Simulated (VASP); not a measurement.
Write the native input for VASP 6.6.1 that does the following.

- Task: relaxation of cell and atoms
- Functional: PBE
- Potentials or basis: VASP PAW PBE potentials, release 64 (Al, N)
- Cutoff: 600 eV
- k mesh: 13 × 13 × 7
- Occupations: fermi-dirac, width 0.08 eV
- Spin: no spin polarisation
- Target pressure: 180 GPa
- Dipole correction: no
- Further INCAR settings: ALGO = Normal; EDIFF = 1e-06; IBRION = 2; EDIFFG = -0.005; NSW = 60; ISIF = 3

The structure of AlN (NiAs type) lies in POSCAR:

```
AlN
1.0
    2.6004935410      0.0000000000      0.0000000000
   -1.3002467705      2.2520934689      0.0000000000
    0.0000000000      0.0000000000      4.0307649886
Al N
2 2
Direct
    0.0000000000      0.0000000000      0.0000000000
    0.0000000000      0.0000000000      0.5000000000
    0.3333333333      0.6666666667      0.2500000000
    0.6666666667      0.3333333333      0.7500000000
```

These files were run (other wordings do the same):

INCAR

```
SYSTEM = AlN
ALGO = Normal
EDIFF = 1E-6
EDIFFG = -0.005
ENCUT = 600
GGA = PE
IBRION = 2
ISIF = 3
ISMEAR = -1
LASPH = .True.
LCHARG = .False.
LREAL = .False.
LWAVE = .False.
NELM = 100
NSW = 60
PREC = Accurate
PSTRESS = 1800.0
SIGMA = 0.08
```

KPOINTS

```
k-points
0
Gamma
  13 13 7
  0 0 0
```

Potentials or basis: VASP PAW PBE potentials, release 64 (Al, N).

Command:

```sh
$ cat potpaw_PBE.64/Al/POTCAR potpaw_PBE.64/N/POTCAR > POTCAR
$ mpirun -np 1 vasp_std > vasp.out
```

It gave:

```yaml
Relaxed_volume: 5.98 Å³/atom
Relaxed_cell: a = 2.513 Å, b = 2.513 Å, c = 4.376 Å, α = 90.00°, β = 90.00°, γ = 120.00°
Space_group_after_relaxing_to_0.1_Å: P6_3/mmc (No. 194)
Energy_change_on_relaxing_the_run_minimises_the_enthalpy: -347.0 meV/atom
Ionic_steps: 12
Pressure_after_relaxing: 180.0 GPa
Band_gap_on_the_k_mesh: 5.55 eV (least direct gap 7.53 eV)
```

Caveat: the cell is relaxed towards a set pressure, so the run minimises the enthalpy, not the energy; an odd mesh through Γ misses points on the zone boundary, where band edges can lie.

It took 74 s on 1 thread of Intel(R) Xeon(R) Platinum 8559C (Emerald Rapids), on a shared host, peak memory 0.17 GiB.
